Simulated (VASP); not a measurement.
# AgI (P6_3mc) in VASP: further runs

Runs on AgI. Level: PBE. Tasks: relaxation of cell and atoms, relaxation of shape and atoms at fixed volume.

Program: VASP 6.6.1. These are calculated values, not measurements. Logs are shortened: lines on timing, memory, paths and dates and some standing lists are left out, and cuts for length are marked.

### Step 1. The cell of the first run

Symmetry: P6_3mc, No. 186, hexagonal system. The conventional cell has a = 4.595 Å, b = 4.595 Å, c = 7.535 Å, α = 90.00°, β = 90.00°, γ = 120.00°. Ag (site symmetry 3m) has 4 I at 2.82 to 2.83 Å within 3.7 Å. Within 3.7 Å of I (site symmetry 3m) lie 4 Ag at 2.82 to 2.83 Å.

### Step 2. Relaxation of cell and atoms, PBE

Input file INCAR:

```
SYSTEM = AgI
PREC = Accurate ; ENCUT = 500
EDIFF = 1E-7 ; ISMEAR = 0
SIGMA = 0.05 ; LREAL = .FALSE.
LASPH = .TRUE. ; NELM = 120
ALGO = Normal ; ISIF = 3
LWAVE = .FALSE. ; LCHARG = .FALSE.
GGA = PE ; IBRION = 2
NSW = 80 ; EDIFFG = -0.01
GGA_COMPAT = .FALSE. ; NELMIN = 4
```

Input file KPOINTS:

```
Automatic mesh
0
G
  8 8 6
  0 0 0
```

Input file POSCAR:

```
AgI
1.0
    4.5952176447      0.0000000000      0.0000000000
   -2.2976088223      3.9795752162      0.0000000000
    0.0000000000      0.0000000000      7.5349503494
Ag I
2 2
Direct
    0.3333333333      0.6666666667      0.0000000000
    0.6666666667      0.3333333333      0.5000000000
    0.3333333333      0.6666666667      0.3750000000
    0.6666666667      0.3333333333      0.8750000000
```

Potentials or basis: VASP PAW PBE potentials, release 64 (Ag, I).

Launch:

```bash
$ cat potpaw_PBE.64/Ag/POTCAR potpaw_PBE.64/I/POTCAR > POTCAR
$ mpirun -np 1 vasp_std > vasp.out
```

OUTCAR:

```text
SYSTEM = AgI
   PREC = Accurate
   ENCUT = 500
   EDIFF = 1E-7
   ISMEAR = 0
   LREAL = .FALSE.
   LASPH = .TRUE.
   NELM = 120
   ISIF = 3
   GGA = PE
   IBRION = 2
   NSW = 80
   EDIFFG = -0.01
   NELMIN = 4

 ion  position               nearest neighbor table
   1  0.333  0.667  0.000-   4 2.82   4 2.82   4 2.82   3 2.83
   2  0.667  0.333  0.500-   3 2.82   3 2.82   3 2.82   4 2.83
   3  0.333  0.667  0.375-   2 2.82   2 2.82   2 2.82   1 2.83
   4  0.667  0.333  0.875-   1 2.82   1 2.82   1 2.82   2 2.83

  LATTYP: Found a hexagonal cell.
 ALAT       =     4.5952176447
 C/A-ratio  =     1.6397374253

  Lattice vectors:

 A1 = (   4.5952176447,   0.0000000000,   0.0000000000)
 A2 = (  -2.2976088223,   3.9795752162,   0.0000000000)
 A3 = (   0.0000000000,   0.0000000000,   7.5349503494)

Analysis of symmetry for initial positions (statically):
=====================================================================
 Subroutine PRICEL returns:
 Original cell was already a primitive cell.

 Routine SETGRP: Setting up the symmetry group for a
 hexagonal supercell.

 Subroutine GETGRP returns: Found 12 space group operations
 (whereof  6 operations were pure point group operations)
 out of a pool of 24 trial point group operations.

The static configuration has the point symmetry C_3v.
 The point group associated with its full space group is C_6v.

Analysis of symmetry for dynamics (positions and initial velocities):
=====================================================================
 Subroutine PRICEL returns:
 Original cell was already a primitive cell.

 Routine SETGRP: Setting up the symmetry group for a
 hexagonal supercell.

 Subroutine GETGRP returns: Found 12 space group operations
 (whereof  6 operations were pure point group operations)
 out of a pool of 24 trial point group operations.

The dynamic configuration has the point symmetry C_3v.
 The point group associated with its full space group is C_6v.

 Subroutine INISYM returns: Found 12 space group operations
 (whereof  6 operations are pure point group operations),
 and found     1 'primitive' translations

----------------------------------------------------------------------------------------

                                     Primitive cell

  volume of cell :     137.7917

  direct lattice vectors                    reciprocal lattice vectors
     4.595217645  0.000000000  0.000000000     0.217617549  0.125641550  0.000000000
    -2.297608822  3.979575216  0.000000000     0.000000000  0.251283101  0.000000000
     0.000000000  0.000000000  7.534950349     0.000000000  0.000000000  0.132714876

  length of vectors
     4.595217645  4.595217645  7.534950349     0.251283101  0.251283101  0.132714876

  position of ions in fractional coordinates (direct lattice)
     0.333333333  0.666666667  0.000000000
     0.666666667  0.333333333  0.500000000
     0.333333333  0.666666667  0.375000000
     0.666666667  0.333333333  0.875000000

  ion indices of the primitive-cell ions
   primitive index   ion index
                 1           1
                 2           2
                 3           3
                 4           4

----------------------------------------------------------------------------------------

 KPOINTS: Automatic mesh

Automatic generation of k-mesh.
 Grid dimensions read from file:
 generate k-points for:    8    8    6

 Generating k-lattice:

  Cartesian coordinates                     Fractional coordinates (reciprocal lattice)
     0.027202194  0.015705194  0.000000000     0.125000000  0.000000000  0.000000000
     0.000000000  0.031410388  0.000000000     0.000000000  0.125000000  0.000000000
     0.000000000  0.000000000  0.022119146     0.000000000  0.000000000  0.166666667

  Length of vectors
     0.031410388  0.031410388  0.022119146

  Shift w.r.t. Gamma in fractional coordinates (k-lattice)
     0.000000000  0.000000000  0.000000000

 Subroutine IBZKPT returns following result:
 ===========================================

 Found     40 irreducible k-points:

 Following reciprocal coordinates:
            Coordinates               Weight
  0.000000  0.000000  0.000000      1.000000
  0.125000  0.000000  0.000000      6.000000
  0.250000  0.000000  0.000000      6.000000
  0.375000 -0.000000  0.000000      6.000000
  0.500000  0.000000  0.000000      3.000000
  0.125000  0.125000  0.000000      6.000000
[... 16 lines left out ...]
  0.250000  0.000000  0.333333     12.000000
  0.375000 -0.000000  0.333333     12.000000
 [... further k-points ...]
   k-points           NKPTS =     40   k-points in BZ     NKDIM =     40   number of bands    NBANDS=     22
   number of dos      NEDOS =    301   number of ions     NIONS =      4
   total plane-waves  NPLWV =  72576
   dimension x,y,z NGX =    36 NGY =   36 NGZ =   56
   dimension x,y,z NGXF=    72 NGYF=   72 NGZF=  112
   ions per type =               2   2
   NGX,Y,Z   is equivalent  to a cutoff of  13.02, 13.02, 12.36 a.u.
   NGXF,Y,Z  is equivalent  to a cutoff of  26.05, 26.05, 24.71 a.u.
 SYSTEM =  AgI
   PREC   = accura    normal or accurate (medium, high low for compatibility)
   ISTART =      0    job   : 0-new  1-cont  2-samecut
   ICHARG =      2    charge: 1-file 2-atom 10-const
   ISPIN  =      1    spin polarized calculation?
   LNONCOLLINEAR =      F non collinear calculations
   LSORBIT =      F    spin-orbit coupling
   LASPH  =      T    aspherical Exc in radial PAW
   ENCUT  =  500.0 eV  36.75 Ry    6.06 a.u.   8.38  8.38 13.74*2*pi/ulx,y,z
   NELM   =    120;   NELMIN=  4; NELMDL= -5     # of ELM steps
   EDIFF  = 0.1E-06   stopping-criterion for ELM
   LREAL  =      F    real-space projection
   EDIFFG = -.1E-01   stopping-criterion for IOM
   NSW    =     80    number of steps for IOM
   IBRION =      2    ionic relax: 0-MD 1-quasi-New 2-CG
   NFREE  =      1    steps in history (QN), initial steepest desc. (CG)
   ISIF   =      3    stress and relaxation
   ISYM   =      2    0-nonsym 1-usesym 2-fastsym
   POTIM  = 0.5000    time-step for ionic-motion
   TEBEG  =    0.0;   TEEND  =   0.0 temperature during run
   PSTRESS=    0.0 pullay stress
   NELECT =      36.0000    total number of electrons
   NUPDOWN=      -1.0000    fix difference up-down
   EMIN   =  10.00;   EMAX   =-10.00  energy-range for DOS
   EFERMI =   0.00;   METHOD = LEGACY
   ISMEAR =     0;   SIGMA  =   0.05  broadening in eV -4-tet -1-fermi 0-gaus
   EFERMI_NEDOS =   21; number of points for ismear=-14 and -15
   IALGO  =     38    algorithm
   IMIX   =      4    mixing-type and parameters
     AMIX     =   0.40;   BMIX     =  1.00
     AMIX_MAG =   1.60;   BMIX_MAG =  1.00
  volume/ion in A,a.u.               =      34.45       232.47
  Fermi-wavevector in a.u.,A,eV,Ry     =   1.046569  1.977729 14.902556  1.095307
  Thomas-Fermi vector in A             =   2.181413
   LORBIT       =      0    0 simple, 1 ext, 2 COOP (PROOUT), +10 PAW based schemes
   GGA     = PE    functional components
   LHFCALC =     F    Hartree Fock is set to
   AEXX    =    0.0000 exact exchange contribution
   IVDW    =     0    specifies the selected vdW correction
   LEPSILON=     F    determine dielectric tensor
   LRPA    =     F    only Hartree local field effects (RPA)
 conjugate gradient relaxation of ions
 non-spin polarized calculation
 Gauss-broadening in eV      SIGMA  =   0.05
  energy-cutoff  :      500.00
  volume of cell :      137.79
 maximum number of plane-waves:      3556
 NGX is ok and might be reduce to    36
   NGX = 17   NGY = 17   NGZ = 27

--------------------------------------- Ionic step        1  -------------------------------------------

 number of electron      36.0000006 magnetization

 Free energy of the ion-electron system (eV)
  ---------------------------------------------------
  ext. energy  EPLUGINS =         0.00000000
  ---------------------------------------------------
  free energy    TOTEN  =        -9.54439440 eV

  energy without entropy =       -9.54439440  energy(sigma->0) =       -9.54439440

------------------------ aborting loop because EDIFF is reached ----------------------------------------

  FORCE on cell =-STRESS in cart. coord.  units (eV):
  Direction    XX          YY          ZZ          XY          YZ          ZX
  --------------------------------------------------------------------------------------
  -------------------------------------------------------------------------------------
  Total        1.4182918      1.4182918      1.2990682      0.0000000      0.0000000      0.0000000
  in kB       16.4912273     16.4912273     15.1049519      0.0000000      0.0000000      0.0000000
  external PRESSURE =      16.0291355 kB  Pullay stress =       0.0000000 kB
[... 61 lines left out ...]
  energy  without entropy=       -9.5806147915  energy(sigma->0) =       -9.58061479

--------------------------------------- Ionic step        3  -------------------------------------------

 number of electron      35.9999996 magnetization

 Free energy of the ion-electron system (eV)
  ---------------------------------------------------
  ext. energy  EPLUGINS =         0.00000000
  ---------------------------------------------------
  free energy    TOTEN  =        -9.58086427 eV

  energy without entropy =       -9.58086427  energy(sigma->0) =       -9.58086427

 E-fermi :   2.6996     XC(G=0):  -8.1519

 val. band max:        2.4837899114   @ k =   0.0000   0.0000   0.0000
 cond. band min:       3.8518624640   @ k =   0.0000   0.0000   0.0000
 fundamental gap:      1.3680725526
 Fermi energy:         2.6995724369

 k-point     1 :       0.0000    0.0000    0.0000
  band No.  band energies     occupation
      1     -10.0039      2.00000
      2      -9.7585      2.00000
      3      -1.3745      2.00000
      4      -1.3719      2.00000
      5      -1.3719      2.00000
      6      -1.2752      2.00000
[... 574 lines left out ...]
      6      -1.1182      2.00000
[... 14 lines left out ...]
     21       7.4550      0.00000
     22       7.6491      0.00000

 [... further k-points ...]

------------------------ aborting loop because EDIFF is reached ----------------------------------------

  FORCE on cell =-STRESS in cart. coord.  units (eV):
  Direction    XX          YY          ZZ          XY          YZ          ZX
  --------------------------------------------------------------------------------------
  -------------------------------------------------------------------------------------
  Total        0.0099969      0.0099969     -0.0175093      0.0000000     -0.0000000      0.0000000
  in kB        0.1101248      0.1101248     -0.1928807      0.0000000     -0.0000000      0.0000000
  external PRESSURE =       0.0091229 kB  Pullay stress =       0.0000000 kB
[... 19 lines left out ...]
  FREE ENERGIE OF THE ION-ELECTRON SYSTEM (eV)
  ---------------------------------------------------
  free  energy   TOTEN  =        -9.5808642679 eV

  energy  without entropy=       -9.5808642679  energy(sigma->0) =       -9.58086427

 reached required accuracy - stopping structural energy minimisation
```

Run time: 7.8 min. Hardware: 1 thread of Oxide Virtual Turin-like, shared host; peak memory 0.29 GiB.

Results:

- Free energy: -9.5809 eV
- Relaxed volume: 36.36 Å³/atom
- Relaxed cell: a = 4.681 Å, b = 4.681 Å, c = 7.664 Å, α = 90.00°, β = 90.00°, γ = 120.00°
- Space group after relaxing (to 0.1 Å): P6_3mc (No. 186)
- Energy gained by relaxing: 9.1 meV/atom
- Ionic steps: 3
- Pressure after relaxing: 0.0 GPa
- Band gap on the k mesh: 1.37 eV

Step by step:
| step | energy change (eV) | largest force (eV/Å) | pressure (GPa) | volume (Å³) |
| --- | --- | --- | --- | --- |
| 1 | 0.0000 | 0.0190 | 1.60 | 137.79 |
| 2 | -0.0362 | 0.0029 | 0.12 | 144.78 |
| 3 | -0.0365 | 0.0018 | 0.00 | 145.44 |

Final structure:
```
Ag I
1.0
     4.68115    0.00000    0.00000
    -2.34057    4.05399    0.00000
     0.00000    0.00000    7.66401
Ag I
2 2
Direct
  0.33333 0.66667 0.00013
  0.66667 0.33333 0.50013
  0.33333 0.66667 0.37487
  0.66667 0.33333 0.87487
```

Caveat: spin-orbit coupling is left out, which moves the levels of the heavy elements. A hybrid or GW would open this gap; PBE tends to underestimate it.

### Step 3. Relaxation of shape and atoms at fixed volume, PBE (34.96 Å³/atom)

This run uses another cell than the first one, of 34.96 Å³/atom.

Input file INCAR:

```
SYSTEM = AgI
PREC = Accurate ; ENCUT = 500
EDIFF = 1E-7 ; ISMEAR = 0
SIGMA = 0.05 ; LREAL = .False.
LASPH = .True. ; NELM = 120
ALGO = Normal ; ISIF = 4
LWAVE = .False. ; LCHARG = .False.
GGA = PE ; IBRION = 2
NSW = 60 ; EDIFFG = -0.01
GGA_COMPAT = .False. ; NELMIN = 4
```

Input file KPOINTS:

```
regular mesh
0
Gamma
  8 8 6
  0 0 0
```

Input file POSCAR:

```
AgI
1.0
    4.6216221991      0.0000000000      0.0000000000
   -2.3108110995      4.0024422311      0.0000000000
    0.0000000000      0.0000000000      7.5597829537
Ag I
2 2
Direct
    0.3333333333      0.6666666667      0.0000948701
    0.6666666667      0.3333333333      0.5000948701
    0.3333333333      0.6666666667      0.3749051299
    0.6666666667      0.3333333333      0.8749051299
```

Potentials or basis: VASP PAW PBE potentials, release 64 (Ag, I).

Launch:

```bash
$ cat potpaw_PBE.64/Ag/POTCAR potpaw_PBE.64/I/POTCAR > POTCAR
$ mpirun -np 1 vasp_std > vasp.out
```

It took 3.6 min on 1 thread of Oxide Virtual Turin-like, shared host; peak memory 0.28 GiB.

Results (log left out):

```
Free energy             : -9.5621 eV
Pressure after relaxing : 1.1 GPa
Band gap on the k mesh  : 1.37 eV
```

Forces on the atoms (eV/Å):
```
Ag   0.000  0.000  0.002
Ag   0.000  0.000  0.002
I    0.000  0.000 -0.002
I    0.000  0.000 -0.002
```

Final structure:
```yaml
crystal:
  lattice:
    - [4.62162, 0.00000, 0.00000]
    - [-2.31081, 4.00244, 0.00000]
    - [0.00000, 0.00000, 7.55978]
  atoms:
    - { symbol: Ag, position: [0.33333, 0.66667, 0.00009] }
    - { symbol: Ag, position: [0.66667, 0.33333, 0.50009] }
    - { symbol: I, position: [0.33333, 0.66667, 0.37491] }
    - { symbol: I, position: [0.66667, 0.33333, 0.87491] }
```

Levels at points of the mesh, in eV from the valence-band top:
| k point | band 16 | band 17 | band 18 | band 19 | band 20 | band 21 |
| --- | --- | --- | --- | --- | --- | --- |
| (0.00, 0.00, 0.00) | -0.07 | 0.00 | 0.00 | 1.37 | 2.65 | 5.78 |
| (0.50, 0.00, 0.00) | -1.72 | -1.00 | -0.69 | 3.33 | 3.61 | 4.84 |
| (0.00, 0.00, 0.50) | -0.35 | -0.35 | -0.35 | 2.65 | 2.65 | 5.64 |
| (0.50, 0.00, 0.50) | -1.20 | -1.19 | -1.19 | 3.27 | 3.27 | 4.89 |

Caveat: the relaxation stopped at its first step, so nothing moved; spin-orbit coupling is left out, which moves the levels of the heavy elements.

### Step 4. Relaxation of shape and atoms at fixed volume, PBE (35.69 Å³/atom)

This run uses another cell than the first one, of 35.69 Å³/atom.

Input file INCAR:

```
SYSTEM = AgI
PREC     = Accurate       ! precision mode
ENCUT    = 500            ! plane-wave cutoff, eV
EDIFF    = 1E-7           ! SCF threshold, eV
ISMEAR   = 0              ! smearing method
SIGMA    = 0.05           ! smearing width, eV
LREAL    = .FALSE.        ! projectors in reciprocal space
LASPH    = .TRUE.         ! aspherical terms in the spheres
NELM     = 120            ! most SCF steps
ALGO     = Normal         ! electronic algorithm
ISIF     = 4              ! what is computed and relaxed
LWAVE    = .FALSE.        ! write WAVECAR
LCHARG   = .FALSE.        ! write CHGCAR
GGA      = PE             ! functional
IBRION   = 2              ! ionic algorithm
NSW      = 60             ! ionic steps
EDIFFG   = -0.01          ! ionic threshold
GGA_COMPAT= .FALSE.      
NELMIN   = 4
```

Input file KPOINTS:

```
regular mesh
0
G
  8 8 6
  0 0 0
```

Input file POSCAR:

```
AgI
1.0
    4.6534964629      0.0000000000      0.0000000000
   -2.3267482314      4.0300461533      0.0000000000
    0.0000000000      0.0000000000      7.6119210355
Ag I
2 2
Direct
    0.3333333333      0.6666666667      0.0000948701
    0.6666666667      0.3333333333      0.5000948701
    0.3333333333      0.6666666667      0.3749051299
    0.6666666667      0.3333333333      0.8749051299
```

Launch:

```bash
$ cat potpaw_PBE.64/Ag/POTCAR potpaw_PBE.64/I/POTCAR > POTCAR
$ mpirun -np 1 vasp_std > vasp.out
```

Run time: 3.3 min. Hardware: 1 thread of Oxide Virtual Turin-like, shared host; peak memory 0.28 GiB.

The run converged. Its results:

- Free energy: -9.5770 eV
- Pressure after relaxing: 0.5 GPa
- Band gap on the k mesh: 1.37 eV

Final structure:
```xyz
4
Lattice="4.6535 0.0000 0.0000 -2.3267 4.0300 0.0000 0.0000 0.0000 7.6119" Properties=species:S:1:pos:R:3 pbc="T T T"
Ag    0.0000    2.6867    0.0007
Ag    2.3267    1.3433    3.8067
I     0.0000    2.6867    2.8537
I     2.3267    1.3433    6.6597
```

Levels at points of the mesh, in eV from the valence-band top:
```tsv
k point	band 15	band 16	band 17	band 18	band 19	band 20	band 21	band 22
(0.00, 0.00, 0.00)	-0.66	-0.06	0.00	0.00	1.37	2.66	5.82	5.82
(0.50, 0.00, 0.00)	-2.05	-1.65	-0.95	-0.66	3.32	3.63	4.87	5.82
(0.00, 0.00, 0.50)	-0.34	-0.34	-0.34	-0.34	2.65	2.65	5.64	5.64
(0.50, 0.00, 0.50)	-1.15	-1.15	-1.15	-1.15	3.29	3.29	4.92	4.92
```

Caveat: spin-orbit coupling is left out, which moves the levels of the heavy elements.

### Step 5. Summary

| task | cell | gap on the mesh (eV) | pressure (GPa) | relaxed volume (Å³/atom) |
| --- | --- | --- | --- | --- |
| relaxation of cell and atoms | relaxed from a = 4.595, b = 4.595, c = 7.535 Å, angles 90.0, 90.0, 120.0°, 4 atoms, atomic positions A | 1.37 | 0.0 | 36.36 |
| relaxation of shape and atoms at fixed volume | relaxed from a = 4.622, b = 4.622, c = 7.560 Å, angles 90.0, 90.0, 120.0°, 4 atoms, atomic positions B | 1.37 | 1.1 | - |
| relaxation of shape and atoms at fixed volume | relaxed from a = 4.653, b = 4.653, c = 7.612 Å, angles 90.0, 90.0, 120.0°, 4 atoms, atomic positions B | 1.37 | 0.5 | 35.69 |

Alike in all rows: level PBE; potentials or basis VASP PAW PBE potentials, release 64 (Ag, I); no spin polarisation; k mesh 8 × 8 × 6; cutoff (eV) 500; smearing gaussian 0.05 eV.

Caveats: spin-orbit coupling is left out, which moves the levels of the heavy elements; the relaxation stopped at its first step, so nothing moved (at least some runs).

Absolute energies hang on the potentials; compare differences alone.
